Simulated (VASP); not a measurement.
# Ag4F in VASP: single point with PBEsol

Aim: the single point of Ag4F with PBEsol.

Program: VASP 6.6.1. These are calculated values, not measurements. Logs are shortened: lines on timing, memory, paths and dates and some standing lists are left out, and cuts for length are marked.

## 1. The cell of the first run

The cell holds a slab with vacuum, 5 atoms: a = 2.867 Å, b = 2.867 Å, c = 25.082 Å, α = 90.00°, β = 90.00°, γ = 90.00°.

## 2. Single point, PBEsol

Contents of INCAR:

```
SYSTEM = Ag4F
ALGO = Normal
DIPOL = 0.5 0.5 0.496
EDIFF = 1E-7
ENCUT = 520
GGA = PS
IDIPOL = 3
ISIF = 2
ISMEAR = 0
LASPH = .TRUE.
LCHARG = .FALSE.
LDIPOL = .TRUE.
LREAL = .FALSE.
LWAVE = .FALSE.
NBANDS = 34
NELM = 80
PREC = Accurate
SIGMA = 0.1
```

Contents of KPOINTS:

```
k-points
0
G
  10 10 1
  0 0 0
```

Contents of POSCAR:

```
Ag4F
1.0
    2.8669036820      0.0000000000      0.0000000000
    0.0000000000      2.8669036820      0.0000000000
    0.0000000000      0.0000000000     25.0816211037
Ag F
4 1
Direct
    0.5000000000      0.5000000000      0.3388935654
    0.0000000000      0.0000000000      0.4197179677
    0.5000000000      0.5000000000      0.5003306140
    0.0000000000      0.0000000000      0.5793516007
    0.0000000000      0.5000000000      0.6399078430
```

Potentials or basis: VASP PAW PBE potentials, release 64 (Ag, F).

Launch:

```sh
cat potpaw_PBE.64/Ag/POTCAR potpaw_PBE.64/F/POTCAR > POTCAR
mpirun -np 1 vasp_std > vasp.out
```

OUTCAR:

```text
SYSTEM = Ag4F
   EDIFF = 1E-7
   ENCUT = 520
   GGA = PS
   ISIF = 2
   ISMEAR = 0
   LASPH = .TRUE.
   LREAL = .FALSE.
   NELM = 80
   PREC = Accurate

 ion  position               nearest neighbor table
   1  0.500  0.500  0.339-   2 2.87   2 2.87   2 2.87   2 2.87
   2  0.000  0.000  0.420-   3 2.86   3 2.86   3 2.86   3 2.86   1 2.87   1 2.87   1 2.87   1 2.87

   3  0.500  0.500  0.500-   4 2.84   4 2.84   4 2.84   4 2.84   2 2.86   2 2.86   2 2.86   2 2.86

   4  0.000  0.000  0.579-   5 2.09   5 2.09   3 2.84   3 2.84   3 2.84   3 2.84
   5  0.000  0.500  0.640-   4 2.09   4 2.09

  LATTYP: Found a simple tetragonal cell.
 ALAT       =     2.8669036820
 C/A-ratio  =     8.7486793718

  Lattice vectors:

 A1 = (   2.8669036820,   0.0000000000,   0.0000000000)
 A2 = (   0.0000000000,   2.8669036820,   0.0000000000)
 A3 = (   0.0000000000,   0.0000000000,  25.0816211037)

Analysis of symmetry for initial positions (statically):
=====================================================================
 Subroutine PRICEL returns:
 Original cell was already a primitive cell.

 Routine SETGRP: Setting up the symmetry group for a
 simple tetragonal supercell.

 Subroutine GETGRP returns: Found  4 space group operations
 (whereof  4 operations were pure point group operations)
 out of a pool of 16 trial point group operations.

The static configuration has the point symmetry C_2v.

Analysis of symmetry for dynamics (positions and initial velocities):
=====================================================================
 Subroutine PRICEL returns:
 Original cell was already a primitive cell.

 Routine SETGRP: Setting up the symmetry group for a
 simple tetragonal supercell.

 Subroutine GETGRP returns: Found  4 space group operations
 (whereof  4 operations were pure point group operations)
 out of a pool of 16 trial point group operations.

The dynamic configuration has the point symmetry C_2v.

 Subroutine INISYM returns: Found  4 space group operations
 (whereof  4 operations are pure point group operations),
 and found     1 'primitive' translations

----------------------------------------------------------------------------------------

                                     Primitive cell

  volume of cell :     206.1493

  direct lattice vectors                    reciprocal lattice vectors
     2.866903682  0.000000000  0.000000000     0.348808370  0.000000000  0.000000000
     0.000000000  2.866903682  0.000000000     0.000000000  0.348808370  0.000000000
     0.000000000  0.000000000 25.081621104     0.000000000  0.000000000  0.039869831

  length of vectors
     2.866903682  2.866903682 25.081621104     0.348808370  0.348808370  0.039869831

  position of ions in fractional coordinates (direct lattice)
     0.500000000  0.500000000  0.338893565
     0.000000000  0.000000000  0.419717968
     0.500000000  0.500000000  0.500330614
     0.000000000  0.000000000  0.579351601
     0.000000000  0.500000000  0.639907843

  ion indices of the primitive-cell ions
   primitive index   ion index
                 1           1
                 2           2
                 3           3
                 4           4
                 5           5

----------------------------------------------------------------------------------------

 KPOINTS: k-points

Automatic generation of k-mesh.
 Grid dimensions read from file:
 generate k-points for:   10   10    1

 Generating k-lattice:

  Cartesian coordinates                     Fractional coordinates (reciprocal lattice)
     0.034880837  0.000000000  0.000000000     0.100000000  0.000000000  0.000000000
     0.000000000  0.034880837  0.000000000     0.000000000  0.100000000  0.000000000
     0.000000000  0.000000000  0.039869831     0.000000000  0.000000000  1.000000000

  Length of vectors
     0.034880837  0.034880837  0.039869831

  Shift w.r.t. Gamma in fractional coordinates (k-lattice)
     0.000000000  0.000000000  0.000000000

 Subroutine IBZKPT returns following result:
 ===========================================

 Found     36 irreducible k-points:

 Following reciprocal coordinates:
            Coordinates               Weight
  0.000000  0.000000  0.000000      1.000000
  0.100000  0.000000  0.000000      2.000000
  0.000000  0.100000  0.000000      2.000000
  0.200000  0.000000  0.000000      2.000000
  0.000000  0.200000  0.000000      2.000000
  0.300000  0.000000  0.000000      2.000000
[... 16 lines left out ...]
 -0.200000  0.300000  0.000000      4.000000
  0.400000  0.200000  0.000000      4.000000
 [... further k-points ...]
   k-points           NKPTS =     36   k-points in BZ     NKDIM =     36   number of bands    NBANDS=     34
   number of dos      NEDOS =    301   number of ions     NIONS =      5
   total plane-waves  NPLWV = 110592
   dimension x,y,z NGX =    24 NGY =   24 NGZ =  192
   dimension x,y,z NGXF=    48 NGYF=   48 NGZF=  384
   ions per type =               4   1
   NGX,Y,Z   is equivalent  to a cutoff of  13.92, 13.92, 12.73 a.u.
   NGXF,Y,Z  is equivalent  to a cutoff of  27.83, 27.83, 25.45 a.u.
 SYSTEM =  Ag4F
   PREC   = accura    normal or accurate (medium, high low for compatibility)
   ISTART =      0    job   : 0-new  1-cont  2-samecut
   ICHARG =      2    charge: 1-file 2-atom 10-const
   ISPIN  =      1    spin polarized calculation?
   LNONCOLLINEAR =      F non collinear calculations
   LSORBIT =      F    spin-orbit coupling
   LASPH  =      T    aspherical Exc in radial PAW
   ENCUT  =  520.0 eV  38.22 Ry    6.18 a.u.   5.33  5.33 46.64*2*pi/ulx,y,z
   NELM   =     80;   NELMIN=  2; NELMDL= -5     # of ELM steps
   EDIFF  = 0.1E-06   stopping-criterion for ELM
   LREAL  =      F    real-space projection
   EDIFFG = 0.1E-05   stopping-criterion for IOM
   NSW    =      0    number of steps for IOM
   IBRION =     -1    ionic relax: 0-MD 1-quasi-New 2-CG
   NFREE  =      0    steps in history (QN), initial steepest desc. (CG)
   ISIF   =      2    stress and relaxation
   ISYM   =      2    0-nonsym 1-usesym 2-fastsym
   POTIM  = 0.5000    time-step for ionic-motion
   TEBEG  =    0.0;   TEEND  =   0.0 temperature during run
   PSTRESS=    0.0 pullay stress
   NELECT =      51.0000    total number of electrons
   NUPDOWN=      -1.0000    fix difference up-down
   EMIN   =  10.00;   EMAX   =-10.00  energy-range for DOS
   EFERMI =   0.00;   METHOD = LEGACY
   ISMEAR =     0;   SIGMA  =   0.10  broadening in eV -4-tet -1-fermi 0-gaus
   EFERMI_NEDOS =   21; number of points for ismear=-14 and -15
   IALGO  =     38    algorithm
   IMIX   =      4    mixing-type and parameters
     AMIX     =   0.40;   BMIX     =  1.00
     AMIX_MAG =   1.60;   BMIX_MAG =  1.00
  volume/ion in A,a.u.               =      41.23       278.23
  Fermi-wavevector in a.u.,A,eV,Ry     =   1.027711  1.942092 14.370333  1.056190
  Thomas-Fermi vector in A             =   2.161670
   LORBIT       =      0    0 simple, 1 ext, 2 COOP (PROOUT), +10 PAW based schemes
   GGA     = PS    functional components
   LHFCALC =     F    Hartree Fock is set to
   AEXX    =    0.0000 exact exchange contribution
   IVDW    =     0    specifies the selected vdW correction
   LEPSILON=     F    determine dielectric tensor
   LRPA    =     F    only Hartree local field effects (RPA)
 non-spin polarized calculation
 Gauss-broadening in eV      SIGMA  =   0.10
  energy-cutoff  :      520.00
  volume of cell :      206.15
 maximum number of plane-waves:      5593
 NGX is ok and might be reduce to    24
   NGX = 11   NGY = 11   NGZ = 93

 dipolmoment           0.000000      0.000000     -0.124065 electrons x Angstroem

 number of electron      50.9999988 magnetization

 dipolmoment           0.000000      0.000000      0.223262 electrons x Angstroem

 Free energy of the ion-electron system (eV)
  ---------------------------------------------------
  ext. energy  EPLUGINS =         0.00000000
  ---------------------------------------------------
  free energy    TOTEN  =       -15.78297171 eV

  energy without entropy =      -15.77205432  energy(sigma->0) =      -15.77751302

 E-fermi :  -1.8497     XC(G=0):  -5.0890

 val. band max:       -1.8736288342   @ k =  -0.1000   0.5000   0.0000
 cond. band min:      -1.7902032306   @ k =   0.2000   0.1000   0.0000
 fundamental gap:      0.0834256036
 Fermi energy:        -1.8497211736

 k-point     1 :       0.0000    0.0000    0.0000
  band No.  band energies     occupation
      1     -22.8564      2.00000
      2      -9.1433      2.00000
      3      -8.0968      2.00000
      4      -7.9501      2.00000
      5      -7.7266      2.00000
      6      -7.4982      2.00000
[... 26 lines left out ...]
     33       7.3258      0.00000
     34       8.4652      0.00000

 k-point     2 :       0.1000    0.0000    0.0000
  band No.  band energies     occupation
      1     -22.8384      2.00000
      2      -8.9481      2.00000
      3      -7.9918      2.00000
      4      -7.8330      2.00000
      5      -7.6225      2.00000
      6      -7.4777      2.00000
[... 26 lines left out ...]
     33       7.4868      0.00000
     34       8.3106      0.00000

 k-point     3 :       0.0000    0.1000    0.0000
  band No.  band energies     occupation
      1     -22.8394      2.00000
      2      -8.9501      2.00000
      3      -7.9935      2.00000
      4      -7.8326      2.00000
      5      -7.6063      2.00000
      6      -7.3184      2.00000
[... 26 lines left out ...]
     33       7.4820      0.00000
     34       8.3396      0.00000

 k-point     4 :       0.2000    0.0000    0.0000
  band No.  band energies     occupation
      1     -22.7911      2.00000
      2      -8.4490      2.00000
      3      -7.8404      2.00000
      4      -7.5409      2.00000
      5      -7.4457      2.00000
      6      -7.4052      2.00000
[... 26 lines left out ...]
     33       7.0203      0.00000
     34       7.4719      0.00000

 k-point     5 :       0.0000    0.2000    0.0000
  band No.  band energies     occupation
      1     -22.7953      2.00000
      2      -8.4610      2.00000
      3      -7.8522      2.00000
      4      -7.4984      2.00000
      5      -7.4249      2.00000
      6      -7.1306      2.00000
[... 621 lines left out ...]
 k-point    22 :       0.3000    0.2000    0.0000
  band No.  band energies     occupation
      1     -22.6756      2.00000
      2      -7.4890      2.00000
      3      -7.3717      2.00000
      4      -7.1955      2.00000
      5      -7.1000      2.00000
      6      -6.9701      2.00000
[... 26 lines left out ...]
     33       6.8829      0.00000
     34       7.7242      0.00000

 k-point    23 :      -0.2000    0.3000    0.0000
  band No.  band energies     occupation
      1     -22.6803      2.00000
      2      -7.5291      2.00000
      3      -7.3527      2.00000
      4      -7.2024      2.00000
      5      -7.0948      2.00000
      6      -7.0221      2.00000
[... 26 lines left out ...]
     33       6.9642      0.00000
     34       7.5365      0.00000

 k-point    24 :       0.4000    0.2000    0.0000
  band No.  band energies     occupation
      1     -22.6289      2.00000
      2      -7.5793      2.00000
      3      -7.5293      2.00000
      4      -7.2535      2.00000
      5      -7.1981      2.00000
      6      -6.9609      2.00000
[... 26 lines left out ...]
     33       7.1434      0.00000
     34       7.7239      0.00000

 [... further k-points ...]

------------------------ aborting loop because EDIFF is reached ----------------------------------------

 vacuum level on the upper side and lower side of the slab       (xc-potential included)         2.359        -2.462

  FORCE on cell =-STRESS in cart. coord.  units (eV):
  Direction    XX          YY          ZZ          XY          YZ          ZX
  --------------------------------------------------------------------------------------
  -------------------------------------------------------------------------------------
  Total       -0.4308996      0.7131650     -0.3873651      0.0000000      0.0000000      0.0000000
  in kB       -3.3489206      5.5426670     -3.0105733      0.0000000      0.0000000      0.0000000
  external PRESSURE =      -0.2722757 kB  Pullay stress =       0.0000000 kB

 VOLUME and BASIS-vectors are now :
 -----------------------------------------------------------------------------
  energy-cutoff  :      520.00
  volume of cell :      206.15
      direct lattice vectors                 reciprocal lattice vectors
     2.866903682  0.000000000  0.000000000     0.348808370  0.000000000  0.000000000
     0.000000000  2.866903682  0.000000000     0.000000000  0.348808370  0.000000000
     0.000000000  0.000000000 25.081621104     0.000000000  0.000000000  0.039869831

 POSITION                                       TOTAL-FORCE (eV/Angst)
 -----------------------------------------------------------------------------------
      1.43345      1.43345      8.50000         0.000000      0.000000      0.150393
      0.00000      0.00000     10.52721         0.000000      0.000000     -0.144391
      1.43345      1.43345     12.54910         0.000000      0.000000      0.003631
      0.00000      0.00000     14.53108         0.000000      0.000000     -0.018653
      0.00000      1.43345     16.04993         0.000000      0.000000      0.009020
 -----------------------------------------------------------------------------------
    total drift:                                0.000000     -0.000000     -0.000862

  FREE ENERGIE OF THE ION-ELECTRON SYSTEM (eV)
  ---------------------------------------------------
  free  energy   TOTEN  =       -15.7829717078 eV

  energy  without entropy=      -15.7720543249  energy(sigma->0) =      -15.77751302

 vacuum level on the upper side and lower side of the slab         7.466         2.550
```

Wall time 4.6 min (1 thread of Intel Xeon 6975P-C (Granite Rapids), shared host); peak memory 0.44 GiB.

What came out:

- Free energy: -15.7830 eV
- Largest force: 0.150 eV/Å

Forces in eV/Å, atoms in the order of the input:
```
Ag   0.000  0.000  0.150
Ag   0.000  0.000 -0.144
Ag   0.000  0.000  0.004
Ag   0.000  0.000 -0.019
F    0.000  0.000  0.009
```

Levels at points of the mesh, in eV from the Fermi level:
```tsv
k point	band 23	band 24	band 25	band 26	band 27	band 28	band 29	band 30
(0.00, 0.00, 0.00)	-2.49	-2.37	-1.33	-0.83	-0.21	0.87	4.43	5.45
(0.50, 0.00, 0.00)	-1.29	-0.32	-0.14	-0.11	0.23	1.79	3.14	5.19
(0.00, 0.50, 0.00)	-1.73	-0.75	-0.32	-0.15	0.23	2.77	3.34	5.11
(0.50, 0.50, 0.00)	-1.08	-1.02	2.65	2.95	4.84	5.49	7.12	7.23
```

Caveat: the PAW data sets were made with another functional, which shifts forces and pressure a little; an odd number of electrons without spin polarisation forces a metal; a magnetic or distorted state may lie lower.
